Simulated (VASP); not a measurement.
# HgTe (Cmcm) in VASP: density of states with PBEsol

Aim: the density of states of HgTe with PBEsol.

Everything below comes from runs of VASP 6.6.1. Logs are shortened: lines on timing, memory, paths and dates and some standing lists are left out, and cuts for length are marked.

## 1. The cell of the first run

The structure is orthorhombic, space group Cmcm (No. 63). The conventional cell has a = 5.985 Å, b = 6.934 Å, c = 5.798 Å, α = 90.00°, β = 90.00°, γ = 90.00°. Hg (site symmetry m2m) has 6 Te at 3.02 to 3.87 Å and 2 Hg at 3.63 Å within 4.0 Å. Te (site symmetry m2m) has 6 Hg at 3.02 to 3.87 Å within 4.0 Å.

## 2. Density of states, PBEsol

POSCAR

```
HgTe
1.0
    2.9925180000     -3.4669290000      0.0000000000
    2.9925180000      3.4669290000      0.0000000000
    0.0000000000      0.0000000000      5.7981570000
Hg Te
2 2
Direct
    0.6569500000      0.3430500000      0.2500000000
    0.3430500000      0.6569500000      0.7500000000
    0.2151910000      0.7848090000      0.2500000000
    0.7848090000      0.2151910000      0.7500000000
```

INCAR.step1

```
SYSTEM = HgTe
  ALGO = Normal
  EDIFF = 1E-6
  ENCUT = 520
  GGA = PS
  ISIF = 2
  ISMEAR = -1
  LASPH = .TRUE.
  LCHARG = .TRUE.
  LREAL = .FALSE.
  LWAVE = .FALSE.
  NBANDS = 26
  NELM = 80
  PREC = Accurate
  SIGMA = 0.05
```

KPOINTS.step1

```
k-points
0
G
  6 6 4
  0 0 0
```

INCAR.step2

```
SYSTEM = HgTe
  ALGO = Normal
  EDIFF = 1E-6
  ENCUT = 520
  GGA = PS
  ICHARG = 11
  ISIF = 2
  ISMEAR = -5
  LASPH = .TRUE.
  LCHARG = .FALSE.
  LORBIT = 11
  LREAL = .FALSE.
  LWAVE = .FALSE.
  NBANDS = 26
  NEDOS = 2001
  NELM = 80
  PREC = Accurate
  SIGMA = 0.05
```

KPOINTS.step2

```
k-points
0
G
  9 9 6
  0 0 0
```

Potentials or basis: VASP PAW PBE potentials, release 64 (Hg, Te).

Started as:

```console
$ cat potpaw_PBE.64/Hg/POTCAR potpaw_PBE.64/Te/POTCAR > POTCAR
$ cp INCAR.step1 INCAR
$ cp KPOINTS.step1 KPOINTS
$ mpirun -np 1 vasp_std > vasp.out
$ cp INCAR.step2 INCAR
$ cp KPOINTS.step2 KPOINTS
$ mpirun -np 1 vasp_std > vasp.out
```

OUTCAR:

```text
SYSTEM = HgTe
   EDIFF = 1E-6
   ENCUT = 520
   GGA = PS
   ICHARG = 11
   ISIF = 2
   ISMEAR = -5
   LASPH = .TRUE.
   LORBIT = 11
   LREAL = .FALSE.
   NELM = 80
   PREC = Accurate

 ion  position               nearest neighbor table
   1  0.657  0.343  0.250-   3 3.02   3 3.02   4 3.03   4 3.03   3 3.06   2 3.63   2 3.63
   2  0.343  0.657  0.750-   4 3.02   4 3.02   3 3.03   3 3.03   4 3.06   1 3.63   1 3.63
   3  0.215  0.785  0.250-   1 3.02   1 3.02   2 3.03   2 3.03   1 3.06
   4  0.785  0.215  0.750-   2 3.02   2 3.02   1 3.03   1 3.03   2 3.06

  LATTYP: Found a base centered orthorhombic cell.
 ALAT       =     5.9850360000
 B/A-ratio  =     1.1585323798
 C/A-ratio  =     0.9687756264

  Lattice vectors:

 A1 = (   2.9925180000,  -3.4669290000,   0.0000000000)
 A2 = (   2.9925180000,   3.4669290000,   0.0000000000)
 A3 = (   0.0000000000,   0.0000000000,   5.7981570000)

Analysis of symmetry for initial positions (statically):
=====================================================================
 Subroutine PRICEL returns:
 Original cell was already a primitive cell.

 Routine SETGRP: Setting up the symmetry group for a
 base centered orthorhombic supercell.

 Subroutine GETGRP returns: Found  8 space group operations
 (whereof  4 operations were pure point group operations)
 out of a pool of  8 trial point group operations.

The static configuration has the point symmetry C_2h.
 The point group associated with its full space group is D_2h.

Analysis of symmetry for dynamics (positions and initial velocities):
=====================================================================
 Subroutine PRICEL returns:
 Original cell was already a primitive cell.

 Routine SETGRP: Setting up the symmetry group for a
 base centered orthorhombic supercell.

 Subroutine GETGRP returns: Found  8 space group operations
 (whereof  4 operations were pure point group operations)
 out of a pool of  8 trial point group operations.

The dynamic configuration has the point symmetry C_2h.
 The point group associated with its full space group is D_2h.

 Subroutine INISYM returns: Found  8 space group operations
 (whereof  4 operations are pure point group operations),
 and found     1 'primitive' translations

----------------------------------------------------------------------------------------

                                     Primitive cell

  volume of cell :     120.3100

[... 102 lines left out ...]
   POTIM  = 0.5000    time-step for ionic-motion
   TEBEG  =    0.0;   TEEND  =   0.0 temperature during run
   PSTRESS=    0.0 pullay stress
   NELECT =      36.0000    total number of electrons
   NUPDOWN=      -1.0000    fix difference up-down
   EMIN   =  10.00;   EMAX   =-10.00  energy-range for DOS
   EFERMI =   0.00;   METHOD = LEGACY
   ISMEAR =    -5;   SIGMA  =   0.05  broadening in eV -4-tet -1-fermi 0-gaus
   EFERMI_NEDOS =   21; number of points for ismear=-14 and -15
   IALGO  =     38    algorithm
   IMIX   =      4    mixing-type and parameters
     AMIX     =   0.40;   BMIX     =  1.00
     AMIX_MAG =   1.60;   BMIX_MAG =  1.00
  volume/ion in A,a.u.               =      30.08       202.97
  Fermi-wavevector in a.u.,A,eV,Ry     =   1.094986  2.069223 16.313299  1.198994
  Thomas-Fermi vector in A             =   2.231301
   LORBIT       =     11    0 simple, 1 ext, 2 COOP (PROOUT), +10 PAW based schemes
   GGA     = PS    functional components
   LHFCALC =     F    Hartree Fock is set to
   AEXX    =    0.0000 exact exchange contribution
   IVDW    =     0    specifies the selected vdW correction
   LEPSILON=     F    determine dielectric tensor
   LRPA    =     F    only Hartree local field effects (RPA)
 non-spin polarized calculation
 Fermi weights with tetrahedron method with Bloechl corrections
  energy-cutoff  :      520.00
  volume of cell :      120.31
 maximum number of plane-waves:      3257
 NGX is ok and might be reduce to    36

 number of electron      36.0000001 magnetization

 Free energy of the ion-electron system (eV)
  ---------------------------------------------------
  ext. energy  EPLUGINS =         0.00000000
  ---------------------------------------------------
  free energy    TOTEN  =        -8.20612799 eV

  energy without entropy =       -8.20612799  energy(sigma->0) =       -8.20612799

 E-fermi :   3.6370     XC(G=0):  -9.7508

 val. band max:        3.7695082172   @ k =   0.2222   0.1111   0.5000
 cond. band min:       3.5264610375   @ k =   0.0000   0.0000   0.3333
 fundamental gap:     -0.2430471797
 Fermi energy:         3.6369557566

 k-point     1 :       0.0000    0.0000    0.0000
  band No.  band energies     occupation
      1      -8.1351      2.00000
      2      -7.0262      2.00000
      3      -3.0751      2.00000
      4      -2.9809      2.00000
      5      -2.9506      2.00000
      6      -2.8977      2.00000
[... 685 lines left out ...]
     25      12.2269      0.00000
     26      12.5199      0.00000

 [... further k-points ...]

------------------------ aborting loop because EDIFF is reached ----------------------------------------

  FORCE on cell =-STRESS in cart. coord.  units (eV):
  Direction    XX          YY          ZZ          XY          YZ          ZX
  --------------------------------------------------------------------------------------
  -------------------------------------------------------------------------------------
  Total       -2.5812242     -2.0594891     -2.8479299      0.0000000      0.0000000      0.0000000
  in kB      -34.3743600    -27.4263739    -37.9261005      0.0000000      0.0000000      0.0000000
  external PRESSURE =     -33.2422782 kB  Pullay stress =       0.0000000 kB

 VOLUME and BASIS-vectors are now :
 -----------------------------------------------------------------------------
  energy-cutoff  :      520.00
  volume of cell :      120.31
      direct lattice vectors                 reciprocal lattice vectors
     2.992518000 -3.466929000  0.000000000     0.167083373 -0.144219856  0.000000000
     2.992518000  3.466929000  0.000000000     0.167083373  0.144219856  0.000000000
     0.000000000  0.000000000  5.798157000     0.000000000  0.000000000  0.172468596

 POSITION                                       TOTAL-FORCE (eV/Angst)
 -----------------------------------------------------------------------------------
      2.99252     -1.08827      1.44954         0.000000      0.021663     -0.000000
      2.99252      1.08827      4.34862         0.000000     -0.021663     -0.000000
      2.99252      1.97483      1.44954         0.000000     -0.147801     -0.000000
      2.99252     -1.97483      4.34862         0.000000      0.147801      0.000000
 -----------------------------------------------------------------------------------
    total drift:                               -0.000000     -0.000000     -0.000000

  FREE ENERGIE OF THE ION-ELECTRON SYSTEM (eV)
  ---------------------------------------------------
  free  energy   TOTEN  =        -8.2061279932 eV

  energy  without entropy=       -8.2061279932  energy(sigma->0) =       -8.20612799

 total charge

# of ion       s       p       d       tot
------------------------------------------
    1        0.763   0.292   9.347  10.402
    2        0.763   0.292   9.347  10.402
    3        1.403   1.862   0.028   3.292
    4        1.403   1.862   0.028   3.292
--------------------------------------------------
tot          4.331   4.307  18.750  27.388
```

Wall time 4.6 min (1 thread of Intel Xeon 6975P-C, shared host); peak memory 0.41 GiB.

Results:

```
Valence electrons inside the program's atomic spheres : Hg 10.40; Te 3.29
```

Caveat: the PAW data sets were made with another functional, which shifts forces and pressure a little; spin-orbit coupling is left out, which moves the levels of the heavy elements; tetrahedron occupations give inexact forces and stress in metals.
